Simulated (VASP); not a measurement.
# CdS (de600) (P6_3mc) in VASP: a series of runs, part 2 of 2

VASP 6.6.1.

### 4 Relaxation of cell and atoms, LDA

This run uses another cell than the first one, of 25.51 Å³/atom, 1.069 times its volume.

File INCAR:

```
ALGO = Normal
EDIFF = 1E-7
EDIFFG = -0.002
ENCUT = 600
GGA = CA
IBRION = 2
ISIF = 3
ISMEAR = 0
LASPH = True
LCHARG = False
LREAL = False
LWAVE = False
NELM = 80
NSW = 100
PREC = Accurate
SIGMA = 0.02
```

File KPOINTS:

```
k-points
0
Gamma
  6 6 4
```

File POSCAR:

```
CdS
1.0
    4.1688381000      0.0000000000      0.0000000000
   -2.0844190500      3.6103197000      0.0000000000
    0.0000000000      0.0000000000      6.7796174100
Cd S
2 2
Direct
    0.6666666700      0.3333333300      0.5002243700
    0.3333333300      0.6666666700      0.0002243700
    0.6666666700      0.3333333300      0.8767756300
    0.3333333300      0.6666666700      0.3767756300
```

Potentials or basis: VASP PAW LDA potentials, release 64 (Cd, S).

Run with:

```console
$ cat potpaw_LDA.64/Cd/POTCAR potpaw_LDA.64/S/POTCAR > POTCAR
$ mpirun -np 1 vasp_std > vasp.out
```

OUTCAR:

```text
EDIFF = 1E-7
   EDIFFG = -0.002
   ENCUT = 600
   GGA = CA
   IBRION = 2
   ISIF = 3
   ISMEAR = 0
   LASPH = True
   LREAL = False
   NELM = 80
   NSW = 100
   PREC = Accurate

 ion  position               nearest neighbor table
   1  0.667  0.333  0.500-   4 2.55   4 2.55   4 2.55   3 2.55
   2  0.333  0.667  0.000-   3 2.55   3 2.55   3 2.55   4 2.55
   3  0.667  0.333  0.877-   2 2.55   2 2.55   2 2.55   1 2.55
   4  0.333  0.667  0.377-   1 2.55   1 2.55   1 2.55   2 2.55

  LATTYP: Found a hexagonal cell.
 ALAT       =     4.1688381000
 C/A-ratio  =     1.6262606624

  Lattice vectors:

 A1 = (   4.1688381000,   0.0000000000,   0.0000000000)
 A2 = (  -2.0844190500,   3.6103197000,   0.0000000000)
 A3 = (   0.0000000000,   0.0000000000,   6.7796174100)

Analysis of symmetry for initial positions (statically):
=====================================================================
 Subroutine PRICEL returns:
 Original cell was already a primitive cell.

 Routine SETGRP: Setting up the symmetry group for a
 hexagonal supercell.

 Subroutine GETGRP returns: Found 12 space group operations
 (whereof  6 operations were pure point group operations)
 out of a pool of 24 trial point group operations.

The static configuration has the point symmetry C_3v.
 The point group associated with its full space group is C_6v.

Analysis of symmetry for dynamics (positions and initial velocities):
=====================================================================
 Subroutine PRICEL returns:
 Original cell was already a primitive cell.

 Routine SETGRP: Setting up the symmetry group for a
 hexagonal supercell.

 Subroutine GETGRP returns: Found 12 space group operations
 (whereof  6 operations were pure point group operations)
 out of a pool of 24 trial point group operations.

The dynamic configuration has the point symmetry C_3v.
 The point group associated with its full space group is C_6v.

 Subroutine INISYM returns: Found 12 space group operations
[... 106 lines left out ...]
   TEBEG  =    0.0;   TEEND  =   0.0 temperature during run
   PSTRESS=    0.0 pullay stress
   NELECT =      36.0000    total number of electrons
   NUPDOWN=      -1.0000    fix difference up-down
   EMIN   =  10.00;   EMAX   =-10.00  energy-range for DOS
   EFERMI =   0.00;   METHOD = LEGACY
   ISMEAR =     0;   SIGMA  =   0.02  broadening in eV -4-tet -1-fermi 0-gaus
   EFERMI_NEDOS =   21; number of points for ismear=-14 and -15
   IALGO  =     38    algorithm
   IMIX   =      4    mixing-type and parameters
     AMIX     =   0.40;   BMIX     =  1.00
     AMIX_MAG =   1.60;   BMIX_MAG =  1.00
  volume/ion in A,a.u.               =      25.51       172.15
  Fermi-wavevector in a.u.,A,eV,Ry     =   1.156788  2.186012 18.206746  1.338158
  Thomas-Fermi vector in A             =   2.293405
   LORBIT       =      0    0 simple, 1 ext, 2 COOP (PROOUT), +10 PAW based schemes
   GGA     = CA    functional components
   LHFCALC =     F    Hartree Fock is set to
   AEXX    =    0.0000 exact exchange contribution
   IVDW    =     0    specifies the selected vdW correction
   LEPSILON=     F    determine dielectric tensor
   LRPA    =     F    only Hartree local field effects (RPA)
 conjugate gradient relaxation of ions
 non-spin polarized calculation
 Gauss-broadening in eV      SIGMA  =   0.02
  energy-cutoff  :      600.00
  volume of cell :      102.04
 maximum number of plane-waves:      3420
 NGX is ok and might be reduce to    36
   NGX = 17   NGY = 17   NGZ = 27

--------------------------------------- Ionic step        1  -------------------------------------------

 number of electron      36.0000009 magnetization

 Free energy of the ion-electron system (eV)
  ---------------------------------------------------
  ext. energy  EPLUGINS =         0.00000000
  ---------------------------------------------------
  free energy    TOTEN  =       -14.74929114 eV

  energy without entropy =      -14.74929114  energy(sigma->0) =      -14.74929114

------------------------ aborting loop because EDIFF is reached ----------------------------------------

  FORCE on cell =-STRESS in cart. coord.  units (eV):
  Direction    XX          YY          ZZ          XY          YZ          ZX
  --------------------------------------------------------------------------------------
  -------------------------------------------------------------------------------------
  Total       -2.2550294     -2.2550294     -2.2126054      0.0000000     -0.0000000     -0.0000000
  in kB      -35.4076339    -35.4076339    -34.7415085      0.0000000     -0.0000000     -0.0000000
  external PRESSURE =     -35.1855921 kB  Pullay stress =       0.0000000 kB
[... 291 lines left out ...]
--------------------------------------- Ionic step        9  -------------------------------------------

 number of electron      35.9999997 magnetization

 Free energy of the ion-electron system (eV)
  ---------------------------------------------------
  ext. energy  EPLUGINS =         0.00000000
  ---------------------------------------------------
  free energy    TOTEN  =       -14.81790314 eV

  energy without entropy =      -14.81790314  energy(sigma->0) =      -14.81790314

 E-fermi :   1.4963     XC(G=0):  -9.7245

 val. band max:        1.4105767166   @ k =   0.0000   0.0000   0.0000
 cond. band min:       2.4497385627   @ k =   0.0000   0.0000   0.0000
 fundamental gap:      1.0391618461
 Fermi energy:         1.4963255071

 k-point     1 :       0.0000    0.0000    0.0000
  band No.  band energies     occupation
      1     -11.1524      2.00000
      2     -10.6714      2.00000
      3      -6.4766      2.00000
      4      -6.4667      2.00000
      5      -6.4667      2.00000
      6      -6.3747      2.00000
[... 545 lines left out ...]
  FREE ENERGIE OF THE ION-ELECTRON SYSTEM (eV)
  ---------------------------------------------------
  free  energy   TOTEN  =       -14.8179031414 eV

  energy  without entropy=      -14.8179031414  energy(sigma->0) =      -14.81790314

 reached required accuracy - stopping structural energy minimisation
```

CONTCAR:

```text
CdS
   1.00000000000000
     4.0850722495740204    0.0000000000000000   -0.0000000000000000
    -2.0425361247870102    3.5377763454930258   -0.0000000000000000
     0.0000000000000000   -0.0000000000000000    6.6520252886734825
  Cd              S
     2     2
Direct
     0.6666666699999979    0.3333333300000021    0.5003743069717981
     0.3333333300000021    0.6666666699999979    0.0003743069717981
     0.6666666699999979    0.3333333300000021    0.8766256930281973
     0.3333333300000021    0.6666666699999979    0.3766256930281972

  0.00000000E+00  0.00000000E+00  0.00000000E+00
  0.00000000E+00  0.00000000E+00  0.00000000E+00
  0.00000000E+00  0.00000000E+00  0.00000000E+00
  0.00000000E+00  0.00000000E+00  0.00000000E+00
```

It took 3.9 min on 1 thread of Intel Xeon Platinum 8259CL at 2.50GHz (Skylake/Cascade Lake), shared host; peak memory 0.23 GiB.

What came out:

```
Free energy                            : -14.8179 eV
Relaxed volume                         : 24.03 Å³/atom
Relaxed cell                           : a = 4.085 Å, b = 4.085 Å, c = 6.652 Å, α = 90.00°, β = 90.00°, γ = 120.00°
Space group after relaxing (to 0.05 Å) : P6_3mc (No. 186)
Energy gained by relaxing              : 17.2 meV/atom
Ionic steps                            : 9
Pressure after relaxing                : 0.0 GPa
Band gap on the k mesh                 : 1.04 eV, direct
```

Step by step:
```csv
step,energy change (eV),largest force (eV/Å),pressure (GPa),volume (Å³)
1,0.0000,0.0026,-3.52,102.04
2,-0.0580,0.0096,1.61,93.99
3,-0.0686,0.0053,0.00,96.13
4,-0.0686,0.0055,0.08,96.01
5,-0.0686,0.0044,-0.03,96.18
6,-0.0686,0.0046,-0.01,96.15
7,-0.0686,0.0047,-0.01,96.14
8,-0.0686,0.0038,0.00,96.14
9,-0.0686,0.0014,0.00,96.14
```

Final structure:
```
Cd S
1.0
     4.08507    0.00000    0.00000
    -2.04254    3.53778    0.00000
     0.00000    0.00000    6.65203
Cd S
2 2
Direct
  0.66667 0.33333 0.50037
  0.33333 0.66667 0.00037
  0.66667 0.33333 0.87663
  0.33333 0.66667 0.37663
```

Levels at points of the mesh, in eV from the valence-band top:
| k point | band 15 | band 16 | band 17 | band 18 | band 19 | band 20 | band 21 | band 22 |
| --- | --- | --- | --- | --- | --- | --- | --- | --- |
| (0.00, 0.00, 0.00) | -0.83 | -0.06 | 0.00 | 0.00 | 1.04 | 2.62 | 6.29 | 6.29 |
| (0.50, 0.00, 0.00) | -2.88 | -2.04 | -1.44 | -0.83 | 3.60 | 3.67 | 4.88 | 6.33 |
| (0.00, 0.00, 0.50) | -0.43 | -0.43 | -0.43 | -0.43 | 2.71 | 2.71 | 6.01 | 6.01 |
| (0.50, 0.00, 0.50) | -1.47 | -1.47 | -1.45 | -1.45 | 3.26 | 3.26 | 5.21 | 5.21 |

As with any semilocal functional, this LDA gap is likely too small.

### 5 Overview

| task | cell | cutoff (eV) | smearing | gap on the mesh (eV) | pressure (GPa) |
| --- | --- | --- | --- | --- | --- |
| single point | a = 4.074, b = 4.074, c = 6.637 Å, angles 90.0, 90.0, 120.0°, 4 atoms | 520 | gaussian 0.02 eV | 1.06 | 0.5 |
| single point | a = 4.169, b = 4.169, c = 6.780 Å, angles 90.0, 90.0, 120.0°, 4 atoms | 520 | gaussian 0.1 eV | 0.90 | -3.5 |
| relaxation of cell and atoms | relaxed from a = 4.169, b = 4.169, c = 6.780 Å, angles 90.0, 90.0, 120.0°, 4 atoms | 600 | gaussian 0.02 eV | 1.04 | 0.0 |

Alike in all rows: level LDA; potentials or basis VASP PAW LDA potentials, release 64 (Cd, S); no spin polarisation; k mesh 6 × 6 × 4.

Total energies depend on the potentials used, so only differences within one code and one set of settings carry meaning.
